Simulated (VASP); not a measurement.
# Si4Mo2N in VASP: notebook

The runs below take Si4Mo2N through single point, relaxation of the atoms, with PBE.

All numbers are computed with VASP 6.6.1; they aren't measurements. Logs are shortened: lines on timing, memory, paths and dates and some standing lists are left out, and cuts for length are marked.

**1. The cell of the first run**

The cell holds a slab with vacuum, 7 atoms: a = 3.217 Å, b = 3.217 Å, c = 21.879 Å, α = 90.00°, β = 90.00°, γ = 90.00°.

**2. Single point, PBE**

INCAR

```
ALGO = Normal
DIPOL = 0.5 0.5 0.358
EDIFF = 1E-6
ENCUT = 520
GGA = PE
IDIPOL = 3
ISIF = 2
ISMEAR = 0
LASPH = True
LCHARG = False
LDIPOL = True
LREAL = False
LWAVE = False
NBANDS = 34
NELM = 100
PREC = Accurate
SIGMA = 0.1
```

KPOINTS

```
k-points
0
Gamma
  8 8 1
```

POSCAR

```
Si4Mo2N
1.0
    3.2169717285      0.0000000000      0.0000000000
    0.0000000000      3.2169717285      0.0000000000
    0.0000000000      0.0000000000     21.8787970046
Si Mo N
4 2 1
Direct
    0.0000000000      0.0000000000      0.1828254085
    0.0000000000      0.0000000000      0.3015081460
    0.5000000000      0.5000000000      0.3593659936
    0.5000000000      0.5000000000      0.4743769505
    0.5000000000      0.5000000000      0.2421667772
    0.0000000000      0.0000000000      0.4192862006
    0.7500000000      0.7500000000      0.5284236287
```

Potentials or basis: VASP PAW PBE potentials, release 64 (Si, Mo_sv, N).

Run with:

```sh
cat potpaw_PBE.64/Si/POTCAR potpaw_PBE.64/Mo_sv/POTCAR potpaw_PBE.64/N/POTCAR > POTCAR
mpirun -np 1 vasp_std > vasp.out
```

OUTCAR:

```text
EDIFF = 1E-6
   ENCUT = 520
   GGA = PE
   ISIF = 2
   ISMEAR = 0
   LASPH = True
   LREAL = False
   NELM = 100
   PREC = Accurate

 ion  position               nearest neighbor table
   1  0.000  0.000  0.183-   2 2.60   5 2.62   5 2.62   5 2.62   5 2.62
   2  0.000  0.000  0.302-   6 2.58   1 2.60   3 2.60   3 2.60   3 2.60   3 2.60   5 2.62   5 2.62
                             5 2.62   5 2.62
   3  0.500  0.500  0.359-   4 2.52   5 2.56   2 2.60   2 2.60   2 2.60   2 2.60   6 2.63   6 2.63
                             6 2.63   6 2.63
   4  0.500  0.500  0.474-   7 1.64   3 2.52   6 2.57   6 2.57   6 2.57   6 2.57
   5  0.500  0.500  0.242-   3 2.56   1 2.62   1 2.62   1 2.62   1 2.62   2 2.62   2 2.62   2 2.62
                             2 2.62
   6  0.000  0.000  0.419-   4 2.57   4 2.57   4 2.57   4 2.57   2 2.58   3 2.63   3 2.63   3 2.63
                             3 2.63
   7  0.750  0.750  0.528-   4 1.64

  LATTYP: Found a simple tetragonal cell.
 ALAT       =     3.2169717285
 C/A-ratio  =     6.8010535532

  Lattice vectors:

 A1 = (   3.2169717285,   0.0000000000,   0.0000000000)
 A2 = (   0.0000000000,   3.2169717285,   0.0000000000)
 A3 = (   0.0000000000,   0.0000000000,  21.8787970046)

Analysis of symmetry for initial positions (statically):
=====================================================================
 Subroutine PRICEL returns:
 Original cell was already a primitive cell.

 Routine SETGRP: Setting up the symmetry group for a
 simple tetragonal supercell.

 Subroutine GETGRP returns: Found  2 space group operations
 (whereof  2 operations were pure point group operations)
 out of a pool of 16 trial point group operations.

The static configuration has the point symmetry C_1h.

Analysis of symmetry for dynamics (positions and initial velocities):
=====================================================================
 Subroutine PRICEL returns:
 Original cell was already a primitive cell.

 Routine SETGRP: Setting up the symmetry group for a
 simple tetragonal supercell.

 Subroutine GETGRP returns: Found  2 space group operations
 (whereof  2 operations were pure point group operations)
 out of a pool of 16 trial point group operations.

The dynamic configuration has the point symmetry C_1h.

 Subroutine INISYM returns: Found  2 space group operations
 (whereof  2 operations are pure point group operations),
 and found     1 'primitive' translations

----------------------------------------------------------------------------------------

                                     Primitive cell

  volume of cell :     226.4216

  direct lattice vectors                    reciprocal lattice vectors
     3.216971728  0.000000000  0.000000000     0.310851349  0.000000000  0.000000000
     0.000000000  3.216971728  0.000000000     0.000000000  0.310851349  0.000000000
     0.000000000  0.000000000 21.878797005     0.000000000  0.000000000  0.045706352

  length of vectors
     3.216971728  3.216971728 21.878797005     0.310851349  0.310851349  0.045706352

  position of ions in fractional coordinates (direct lattice)
     0.000000000  0.000000000  0.182825409
     0.000000000  0.000000000  0.301508146
     0.500000000  0.500000000  0.359365994
     0.500000000  0.500000000  0.474376951
     0.500000000  0.500000000  0.242166777
     0.000000000  0.000000000  0.419286201
     0.750000000  0.750000000  0.528423629

  ion indices of the primitive-cell ions
   primitive index   ion index
                 1           1
                 2           2
                 3           3
                 4           4
                 5           5
                 6           6
                 7           7

----------------------------------------------------------------------------------------

 KPOINTS: k-points

Automatic generation of k-mesh.
 Grid dimensions read from file:
 generate k-points for:    8    8    1

 Generating k-lattice:

  Cartesian coordinates                     Fractional coordinates (reciprocal lattice)
     0.038856419  0.000000000  0.000000000     0.125000000  0.000000000  0.000000000
     0.000000000  0.038856419  0.000000000     0.000000000  0.125000000  0.000000000
     0.000000000  0.000000000  0.045706352     0.000000000  0.000000000  1.000000000

  Length of vectors
     0.038856419  0.038856419  0.045706352

  Shift w.r.t. Gamma in fractional coordinates (k-lattice)
     0.000000000  0.000000000  0.000000000

 Subroutine IBZKPT returns following result:
 ===========================================

 Found     21 irreducible k-points:

 Following reciprocal coordinates:
            Coordinates               Weight
  0.000000  0.000000  0.000000      1.000000
  0.125000  0.000000  0.000000      4.000000
  0.250000  0.000000  0.000000      4.000000
  0.375000  0.000000  0.000000      4.000000
  0.500000  0.000000  0.000000      2.000000
  0.125000  0.125000  0.000000      2.000000
[... 13 lines left out ...]
  0.500000  0.375000  0.000000      4.000000
  0.500000  0.500000  0.000000      1.000000
   k-points           NKPTS =     21   k-points in BZ     NKDIM =     21   number of bands    NBANDS=     34
   number of dos      NEDOS =    301   number of ions     NIONS =      7
   total plane-waves  NPLWV =  96768
   dimension x,y,z NGX =    24 NGY =   24 NGZ =  168
   dimension x,y,z NGXF=    48 NGYF=   48 NGZF=  336
   ions per type =               4   2   1
   NGX,Y,Z   is equivalent  to a cutoff of  12.40, 12.40, 12.77 a.u.
   NGXF,Y,Z  is equivalent  to a cutoff of  24.81, 24.81, 25.53 a.u.
 SYSTEM =  unknown system
   PREC   = accura    normal or accurate (medium, high low for compatibility)
   ISTART =      0    job   : 0-new  1-cont  2-samecut
   ICHARG =      2    charge: 1-file 2-atom 10-const
   ISPIN  =      1    spin polarized calculation?
   LNONCOLLINEAR =      F non collinear calculations
   LSORBIT =      F    spin-orbit coupling
   LASPH  =      T    aspherical Exc in radial PAW
   ENCUT  =  520.0 eV  38.22 Ry    6.18 a.u.   5.98  5.98 40.68*2*pi/ulx,y,z
   NELM   =    100;   NELMIN=  2; NELMDL= -5     # of ELM steps
   EDIFF  = 0.1E-05   stopping-criterion for ELM
   LREAL  =      F    real-space projection
   EDIFFG = 0.1E-04   stopping-criterion for IOM
   NSW    =      0    number of steps for IOM
   IBRION =     -1    ionic relax: 0-MD 1-quasi-New 2-CG
   NFREE  =      0    steps in history (QN), initial steepest desc. (CG)
   ISIF   =      2    stress and relaxation
   ISYM   =      2    0-nonsym 1-usesym 2-fastsym
   POTIM  = 0.5000    time-step for ionic-motion
   TEBEG  =    0.0;   TEEND  =   0.0 temperature during run
   PSTRESS=    0.0 pullay stress
   NELECT =      49.0000    total number of electrons
   NUPDOWN=      -1.0000    fix difference up-down
   EMIN   =  10.00;   EMAX   =-10.00  energy-range for DOS
   EFERMI =   0.00;   METHOD = LEGACY
   ISMEAR =     0;   SIGMA  =   0.10  broadening in eV -4-tet -1-fermi 0-gaus
   EFERMI_NEDOS =   21; number of points for ismear=-14 and -15
   IALGO  =     38    algorithm
   IMIX   =      4    mixing-type and parameters
     AMIX     =   0.40;   BMIX     =  1.00
     AMIX_MAG =   1.60;   BMIX_MAG =  1.00
  volume/ion in A,a.u.               =      32.35       218.28
  Fermi-wavevector in a.u.,A,eV,Ry     =   0.982881  1.857376 13.143974  0.966055
  Thomas-Fermi vector in A             =   2.113997
   LORBIT       =      0    0 simple, 1 ext, 2 COOP (PROOUT), +10 PAW based schemes
   GGA     = PE    functional components
   LHFCALC =     F    Hartree Fock is set to
   AEXX    =    0.0000 exact exchange contribution
   IVDW    =     0    specifies the selected vdW correction
   LEPSILON=     F    determine dielectric tensor
   LRPA    =     F    only Hartree local field effects (RPA)
 non-spin polarized calculation
 Gauss-broadening in eV      SIGMA  =   0.10
  energy-cutoff  :      520.00
  volume of cell :      226.42
 maximum number of plane-waves:      6156
   NGX = 11   NGY = 11   NGZ = 81

 dipolmoment           0.000000      0.000000     -0.328954 electrons x Angstroem

 number of electron      49.0000006 magnetization

 dipolmoment           0.000000      0.000000      0.190774 electrons x Angstroem

 Free energy of the ion-electron system (eV)
  ---------------------------------------------------
  ext. energy  EPLUGINS =         0.00000000
  ---------------------------------------------------
  free energy    TOTEN  =       -49.83185963 eV

  energy without entropy =      -49.78912187  energy(sigma->0) =      -49.81049075

 E-fermi :   0.5457     XC(G=0):  -5.7118

 val. band max:        0.5196392787   @ k =  -0.1250   0.3750   0.0000
 cond. band min:       0.5478733744   @ k =   0.2500   0.1250   0.0000
 fundamental gap:      0.0282340957
 Fermi energy:         0.5457263407

 k-point     1 :       0.0000    0.0000    0.0000
  band No.  band energies     occupation
      1     -59.9121      2.00000
      2     -59.8828      2.00000
      3     -34.0631      2.00000
      4     -34.0411      2.00000
      5     -33.9878      2.00000
      6     -33.9717      2.00000
[... 26 lines left out ...]
     33       4.9672      0.00000
     34       5.1177      0.00000

 k-point     2 :       0.1250    0.0000    0.0000
  band No.  band energies     occupation
      1     -59.9096      2.00000
      2     -59.8803      2.00000
      3     -34.0591      2.00000
      4     -34.0441      2.00000
      5     -34.0170      2.00000
      6     -33.9849      2.00000
[... 26 lines left out ...]
     33       5.1089      0.00000
     34       5.3630      0.00000

 k-point     3 :       0.2500    0.0000    0.0000
  band No.  band energies     occupation
      1     -59.9036      2.00000
      2     -59.8742      2.00000
      3     -34.1016      2.00000
      4     -34.0984      2.00000
      5     -34.0470      2.00000
      6     -34.0086      2.00000
[... 26 lines left out ...]
     33       5.4224      0.00000
     34       5.8415      0.00000

 k-point     4 :       0.3750    0.0000    0.0000
  band No.  band energies     occupation
      1     -59.8977      2.00000
      2     -59.8681      2.00000
      3     -34.1855      2.00000
      4     -34.1794      2.00000
      5     -34.0364      2.00000
      6     -34.0036      2.00000
[... 26 lines left out ...]
     33       5.3135      0.00000
     34       5.7950      0.00000

 k-point     5 :       0.5000    0.0000    0.0000
  band No.  band energies     occupation
      1     -59.8952      2.00000
      2     -59.8656      2.00000
      3     -34.2200      2.00000
      4     -34.2139      2.00000
      5     -34.0320      2.00000
      6     -34.0003      2.00000
[... 510 lines left out ...]
 k-point    19 :      -0.3750    0.3750    0.0000
  band No.  band energies     occupation
      1     -59.8836      2.00000
      2     -59.8539      2.00000
      3     -34.1613      2.00000
      4     -34.1547      2.00000
      5     -34.1492      2.00000
      6     -34.1404      2.00000
[... 26 lines left out ...]
     33       5.3068      0.00000
     34       5.3729      0.00000

 k-point    20 :       0.5000    0.3750    0.0000
  band No.  band energies     occupation
      1     -59.8812      2.00000
      2     -59.8514      2.00000
      3     -34.1897      2.00000
      4     -34.1823      2.00000
      5     -34.1484      2.00000
      6     -34.1402      2.00000
[... 26 lines left out ...]
     33       4.8372      0.00000
     34       5.5684      0.00000

 k-point    21 :       0.5000    0.5000    0.0000
  band No.  band energies     occupation
      1     -59.8788      2.00000
      2     -59.8490      2.00000
      3     -34.1907      2.00000
      4     -34.1831      2.00000
      5     -34.1748      2.00000
      6     -34.1661      2.00000
[... 26 lines left out ...]
     33       5.0169      0.00000
     34       5.0738      0.00000

------------------------ aborting loop because EDIFF is reached ----------------------------------------

 vacuum level on the upper side and lower side of the slab       (xc-potential included)         1.506        -1.640

  FORCE on cell =-STRESS in cart. coord.  units (eV):
  Direction    XX          YY          ZZ          XY          YZ          ZX
  --------------------------------------------------------------------------------------
  -------------------------------------------------------------------------------------
  Total        0.3726627      0.3726627      0.3418955      1.0699193      1.1715686      1.1715685
  in kB        2.6369904      2.6369904      2.4192792      7.5708333      8.2901119      8.2901107
  external PRESSURE =       2.5644200 kB  Pullay stress =       0.0000000 kB

 VOLUME and BASIS-vectors are now :
 -----------------------------------------------------------------------------
  energy-cutoff  :      520.00
  volume of cell :      226.42
      direct lattice vectors                 reciprocal lattice vectors
     3.216971728  0.000000000  0.000000000     0.310851349  0.000000000  0.000000000
     0.000000000  3.216971728  0.000000000     0.000000000  0.310851349  0.000000000
     0.000000000  0.000000000 21.878797005     0.000000000  0.000000000  0.045706352

 POSITION                                       TOTAL-FORCE (eV/Angst)
 -----------------------------------------------------------------------------------
      0.00000      0.00000      4.00000         0.001949      0.001949      0.604652
      0.00000      0.00000      6.59664         0.007178      0.007178     -0.353361
      1.60849      1.60849      7.86250        -0.038390     -0.038390     -0.066347
      1.60849      1.60849     10.37880        -1.457200     -1.457200      0.531343
      1.60849      1.60849      5.29832         0.026736      0.026736     -0.444865
      0.00000      0.00000      9.17348         0.198983      0.198983     -0.324545
      2.41273      2.41273     11.56127         1.260743      1.260743      0.053122
 -----------------------------------------------------------------------------------
    total drift:                               -0.000073     -0.000073      0.000176

  FREE ENERGIE OF THE ION-ELECTRON SYSTEM (eV)
  ---------------------------------------------------
  free  energy   TOTEN  =       -49.8318596278 eV

  energy  without entropy=      -49.7891218672  energy(sigma->0) =      -49.81049075

 vacuum level on the upper side and lower side of the slab         8.448         5.115
```

It took 2.9 min on 1 thread of AMD EPYC 9R45 (Zen 5), shared host; peak memory 0.35 GiB.

What came out:

- Free energy: -49.8319 eV
- Largest force: 2.128 eV/Å
- Band gap on the k mesh: zero (an odd number of electrons rules out a gap without spin polarisation)

Forces on the atoms (eV/Å):
```
Si   0.002  0.002  0.605
Si   0.007  0.007 -0.353
Si  -0.038 -0.038 -0.066
Si  -1.457 -1.457  0.531
Mo   0.027  0.027 -0.445
Mo   0.199  0.199 -0.325
N    1.261  1.261  0.053
```

Levels at points of the mesh, in eV from the Fermi level:
```csv
k point,band 23,band 24,band 25,band 26,band 27,band 28
"(0.00, 0.00, 0.00)",-0.09,0.23,0.65,0.75,1.07,1.31
"(0.50, 0.00, 0.00)",-0.21,-0.17,-0.11,0.16,2.17,2.46
"(0.50, 0.50, 0.00)",-1.47,-0.39,0.28,0.88,2.22,2.55
```

(Continued in part 2 of 2.)
